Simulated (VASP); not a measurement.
# Ge (Cmmm) in VASP: settings compared, part 2 of 2

VASP 6.6.1. Earlier steps stand in the parts before.

## 4. Relaxation of cell and atoms, PBE+D4

INCAR

```
SYSTEM = Ge
ALGO = Normal ; EDIFF = 1E-6
EDIFFG = -0.01 ; ENCUT = 600
GGA = PE ; IBRION = 2
ISIF = 3 ; ISMEAR = -1
IVDW = 13 ; LASPH = .True.
LCHARG = .False. ; LREAL = .False.
LWAVE = .False. ; NELM = 100
NSW = 60 ; PREC = Accurate
SIGMA = 0.05
```

KPOINTS

```
k-points
0
Gamma
  11 11 10
  0 0 0
```

POSCAR

```
Ge
1.0
    1.3971490000     -2.6005160000      0.0000000000
    1.3971490000      2.6005160000      0.0000000000
    0.0000000000      0.0000000000      2.6982310000
Ge
1
Direct
    0.5000000000      0.5000000000      0.0000000000
```

Potentials or basis: VASP PAW PBE potentials, release 64 (Ge_d).

Started as:

```
$ cat potpaw_PBE.64/Ge_d/POTCAR > POTCAR
$ mpirun -np 1 vasp_std > vasp.out
```

OUTCAR:

```text
SYSTEM = Ge
   EDIFF = 1E-6
   EDIFFG = -0.01
   ENCUT = 600
   GGA = PE
   IBRION = 2
   ISIF = 3
   ISMEAR = -1
   IVDW = 13
   LASPH = .True.
   LREAL = .False.
   NELM = 100
   NSW = 60
   PREC = Accurate

 ion  position               nearest neighbor table
   1  0.500  0.500  0.000-

  LATTYP: Found a base centered orthorhombic cell.
 ALAT       =     2.7942980000
 B/A-ratio  =     1.8613018368
 C/A-ratio  =     0.9656203454

  Lattice vectors:

 A1 = (   1.3971490000,  -2.6005160000,   0.0000000000)
 A2 = (   1.3971490000,   2.6005160000,   0.0000000000)
 A3 = (   0.0000000000,   0.0000000000,   2.6982310000)

Analysis of symmetry for initial positions (statically):
=====================================================================
 Subroutine PRICEL returns:
 Original cell was already a primitive cell.

 Routine SETGRP: Setting up the symmetry group for a
 base centered orthorhombic supercell.

 Subroutine GETGRP returns: Found  8 space group operations
 (whereof  8 operations were pure point group operations)
 out of a pool of  8 trial point group operations.

The static configuration has the point symmetry D_2h.

Analysis of symmetry for dynamics (positions and initial velocities):
=====================================================================
 Subroutine PRICEL returns:
 Original cell was already a primitive cell.

 Routine SETGRP: Setting up the symmetry group for a
 base centered orthorhombic supercell.
[... 265 lines left out ...]

[... ionic steps 4 to 11 ...]

--------------------------------------- Ionic step       12  -------------------------------------------

 number of electron      14.0000002 magnetization

------------------------ aborting loop because EDIFF is reached ----------------------------------------
[... 73 lines left out ...]
--------------------------------------- Ionic step       14  -------------------------------------------

 number of electron      14.0000002 magnetization

 Free energy of the ion-electron system (eV)
  ---------------------------------------------------
  ext. energy  EPLUGINS =         0.00000000
  ---------------------------------------------------
  free energy    TOTEN  =        -4.26634474 eV

  energy without entropy =       -4.26200086  energy(sigma->0) =       -4.26417280

 E-fermi :   6.8346     XC(G=0): -11.3098

 val. band max:        6.8219438451   @ k =   0.3636   0.1818   0.4000
 cond. band min:       6.8484692702   @ k =   0.2727   0.2727   0.5000
 fundamental gap:      0.0265254250
 Fermi energy:         6.8346056687

 k-point     1 :       0.0000    0.0000    0.0000
  band No.  band energies     occupation
      1     -17.9723      2.00000
      2     -17.9015      2.00000
      3     -17.8883      2.00000
      4     -17.7315      2.00000
      5     -17.7266      2.00000
      6      -6.5107      2.00000
      7      13.3484      0.00000
      8      15.2948      0.00000
      9      15.6053      0.00000
     10      16.9333      0.00000
     11      20.9692      0.00000
[... 309 lines left out ...]
 k-point    24 :      -0.1818    0.1818    0.0000
  band No.  band energies     occupation
      1     -17.9567      2.00000
      2     -17.9030      2.00000
      3     -17.8500      2.00000
      4     -17.7483      2.00000
      5     -17.7304      2.00000
      6      -5.7092      2.00000
      7      10.0085      0.00000
      8      13.7661      0.00000
      9      14.1226      0.00000
     10      17.2548      0.00000
     11      18.7877      0.00000

 [... further k-points ...]

------------------------ aborting loop because EDIFF is reached ----------------------------------------

  DFT-D4 for vdW energy calculation

  Edisp (eV):   -0.38979
[... 24 lines left out ...]
  FREE ENERGIE OF THE ION-ELECTRON SYSTEM (eV)
  ---------------------------------------------------
  free  energy   TOTEN  =        -4.6561314033 eV

  energy  without entropy=       -4.6517875212  energy(sigma->0) =       -4.65395946

 reached required accuracy - stopping structural energy minimisation
```

It took 5.5 min on 1 thread of Intel Xeon 8259CL, shared host; peak memory 0.19 GiB.

Results:

- Free energy: -4.6561 eV
- Relaxed volume: 18.58 Å³/atom
- Relaxed cell: a = 2.841 Å, b = 2.841 Å, c = 2.679 Å, α = 90.00°, β = 90.00°, γ = 120.77°
- Space group after relaxing (to 0.05 Å): Cmmm (No. 65)
- Energy gained by relaxing: 16.5 meV/atom
- Ionic steps: 14
- Pressure after relaxing: 0.0 GPa
- Band gap on the k mesh: zero (band 7 reaches 13.55 eV, above the bottom of band 8 at 4.36 eV)
- Dispersion energy per atom: -0.390 eV

Step by step:
```
step  energy change (eV)  largest force (eV/Å)  pressure (GPa)  volume (Å³)
   1              0.0000                0.0000           -3.55        19.61
   2             -0.0139                0.0000            0.80        18.40
   3             -0.0141                0.0000            0.28        18.51
   4             -0.0141                0.0000            0.56        18.48
   5             -0.0158                0.0000            0.23        18.51
   6             -0.0163                0.0000            0.34        18.53
   7             -0.0164                0.0000           -0.02        18.56
   8             -0.0164                0.0000            0.01        18.55
   9             -0.0164                0.0000            0.15        18.55
  10             -0.0165                0.0000           -0.18        18.61
  11             -0.0165                0.0000           -0.10        18.59
  12             -0.0165                0.0000            0.13        18.56
  13             -0.0165                0.0000           -0.04        18.58
  14             -0.0165                0.0000            0.01        18.58
```

Final structure:
```
Ge
1.0
     1.40390   -2.46974    0.00000
     1.40390    2.46974    0.00000
     0.00000    0.00000    2.67864
Ge
1
Direct
  0.50000 0.50000 0.00000
```

Levels at points of the mesh, in eV from the Fermi level:
| k point | band 4 | band 5 | band 6 | band 7 | band 8 | band 9 | band 10 | band 11 |
| --- | --- | --- | --- | --- | --- | --- | --- | --- |
| (0.00, 0.00, 0.00) | -24.57 | -24.56 | -13.35 | 6.51 | 8.46 | 8.77 | 10.10 | 14.13 |
| (0.00, 0.00, 0.50) | -24.63 | -24.60 | -9.50 | -6.05 | 11.38 | 11.69 | 17.05 | 17.52 |

Caveat: pairwise dispersion overbinds metals, which lowers pressure and volume.

## 5. Relaxation of cell and atoms, PBEsol+D3(BJ)

INCAR

```
PREC = Accurate
ENCUT = 600
EDIFF = 1E-6
ISMEAR = -1
SIGMA = 0.05
LREAL = F
LASPH = T
NELM = 80
ALGO = Normal
ISIF = 3
LWAVE = F
LCHARG = F
GGA = PS
IVDW = 12
IBRION = 2
NSW = 60
EDIFFG = -0.01
```

KPOINTS

```
Automatic mesh
0
Gamma
  11 11 10
```

POSCAR is that of step 4.

Started as:

```
$ cat potpaw_PBE.64/Ge_d/POTCAR > POTCAR
$ mpirun -np 1 vasp_std > vasp.out
```

Run time: 5.1 min. Hardware: 1 thread of Intel Xeon 8259CL, shared host; peak memory 0.21 GiB.

It converged, with:

```
Free energy                            : -5.0946 eV
Relaxed volume                         : 17.68 Å³/atom
Relaxed cell                           : a = 2.798 Å, b = 2.798 Å, c = 2.634 Å, α = 90.00°, β = 90.00°, γ = 120.99°
Space group after relaxing (to 0.05 Å) : Cmmm (No. 65)
Energy gained by relaxing              : 48.5 meV/atom
Ionic steps                            : 13
Pressure after relaxing                : 0.1 GPa
Band gap on the k mesh                 : zero (band 7 reaches 14.23 eV, above the bottom of band 8 at 4.58 eV)
Dispersion energy per atom             : -0.349 eV
```

The path:
```
step  energy change (eV)  largest force (eV/Å)  pressure (GPa)  volume (Å³)
   1              0.0000                0.0000           -6.81        19.61
   2             -0.0436                0.0000            1.81        17.33
   3             -0.0454                0.0000            0.30        17.67
   4             -0.0454                0.0000            0.10        17.71
   5             -0.0476                0.0000           -0.03        17.72
   6             -0.0483                0.0000           -0.08        17.72
   7             -0.0484                0.0000           -0.08        17.72
   8             -0.0485                0.0000           -0.06        17.72
   9             -0.0485                0.0000           -0.09        17.72
  10             -0.0485                0.0000           -0.09        17.72
  11             -0.0485                0.0000           -0.08        17.72
  12             -0.0485                0.0000           -0.12        17.72
  13             -0.0485                0.0000            0.08        17.68
```

Final structure:
```
Ge
1.0
     1.37826   -2.43537    0.00000
     1.37826    2.43537    0.00000
     0.00000    0.00000    2.63385
Ge
1
Direct
  0.50000 0.50000 0.00000
```

Levels at points of the mesh, in eV from the Fermi level:
```
           k point  band 3  band 4  band 5  band 6  band 7  band 8  band 9  band 10  band 11
(0.00, 0.00, 0.00)  -24.66  -24.49  -24.49  -13.78    6.78    8.81    9.24    10.34    14.37
(0.00, 0.00, 0.50)  -24.57  -24.57  -24.54   -9.68   -6.41   11.96   12.39    17.45    17.96
```

Caveat: the PAW data sets were made with another functional, which shifts forces and pressure a little; pairwise dispersion overbinds metals, which lowers pressure and volume.

## 6. Relaxation of cell and atoms, PBEsol+D4

INCAR

```
PREC = Accurate
ENCUT = 600
EDIFF = 1E-6
ISMEAR = -1
SIGMA = 0.05
LREAL = False
LASPH = True
NELM = 100
ALGO = Normal
ISIF = 3
LWAVE = False
LCHARG = False
GGA = PS
IVDW = 13
IBRION = 2
NSW = 60
EDIFFG = -0.01
```

KPOINTS is that of step 5.

POSCAR is that of step 5.

Potentials or basis: VASP PAW PBE potentials, release 64 (Ge_d).

Started as:

```
$ cat potpaw_PBE.64/Ge_d/POTCAR > POTCAR
$ mpirun -np 1 vasp_std > vasp.out
```

Wall time 4.6 min (1 thread of Intel Xeon 8259CL, shared host); peak memory 0.19 GiB.

Results (log left out):

```
Free energy                            : -4.9820 eV
Relaxed volume                         : 17.96 Å³/atom
Relaxed cell                           : a = 2.810 Å, b = 2.810 Å, c = 2.649 Å, α = 90.00°, β = 90.00°, γ = 120.86°
Space group after relaxing (to 0.05 Å) : Cmmm (No. 65)
Energy gained by relaxing              : 36.5 meV/atom
Ionic steps                            : 10
Pressure after relaxing                : 0.0 GPa
Band gap on the k mesh                 : zero (band 7 reaches 13.95 eV, above the bottom of band 8 at 4.46 eV)
Dispersion energy per atom             : -0.232 eV
```

Step by step:
```
step  energy change (eV)  largest force (eV/Å)  pressure (GPa)  volume (Å³)
   1              0.0000                0.0000           -5.85        19.61
   2             -0.0325                0.0000            1.60        17.64
   3             -0.0337                0.0000            0.27        17.94
   4             -0.0357                0.0000            0.09        17.95
   5             -0.0363                0.0000            0.02        17.95
   6             -0.0365                0.0000           -0.03        17.96
   7             -0.0365                0.0000            0.00        17.96
   8             -0.0365                0.0000           -0.01        17.96
   9             -0.0365                0.0000           -0.01        17.96
  10             -0.0365                0.0000            0.03        17.96
```

Final structure:
```yaml
crystal:
  lattice:
    - [1.38699, -2.44434, 0.00000]
    - [1.38699, 2.44434, 0.00000]
    - [0.00000, 0.00000, 2.64866]
  atoms:
    - { symbol: Ge, position: [0.50000, 0.50000, 0.00000] }
```

Levels at points of the mesh, in eV from the Fermi level:
| k point | band 4 | band 5 | band 6 | band 7 | band 8 | band 9 | band 10 | band 11 |
| --- | --- | --- | --- | --- | --- | --- | --- | --- |
| (0.00, 0.00, 0.00) | -24.49 | -24.48 | -13.65 | 6.68 | 8.72 | 9.07 | 10.26 | 14.32 |
| (0.00, 0.00, 0.50) | -24.56 | -24.53 | -9.63 | -6.30 | 11.79 | 12.15 | 17.32 | 17.84 |

Caveat: the PAW data sets were made with another functional, which shifts forces and pressure a little; pairwise dispersion overbinds metals, which lowers pressure and volume.

## 7. Summary

| level | gap on the mesh (eV) | pressure (GPa) | relaxed volume (Å³/atom) |
| --- | --- | --- | --- |
| PBEsol+D4 | none | 0.0 | 17.96 |
| PBE+D3(BJ) | none | 0.0 | 18.59 |
| PBE+D4 | none | 0.0 | 18.58 |
| PBEsol+D3(BJ) | none | 0.1 | 17.68 |

Alike in all rows: task relaxation of cell and atoms; potentials or basis VASP PAW PBE potentials, release 64 (Ge_d); no spin polarisation; cell relaxed; k mesh 11 × 11 × 10; cutoff (eV) 600; smearing fermi-dirac 0.05 eV.

Caveats: pairwise dispersion overbinds metals, which lowers pressure and volume; the PAW data sets were made with another functional, which shifts forces and pressure a little (some runs).

Absolute energies hang on the potentials; compare differences alone.
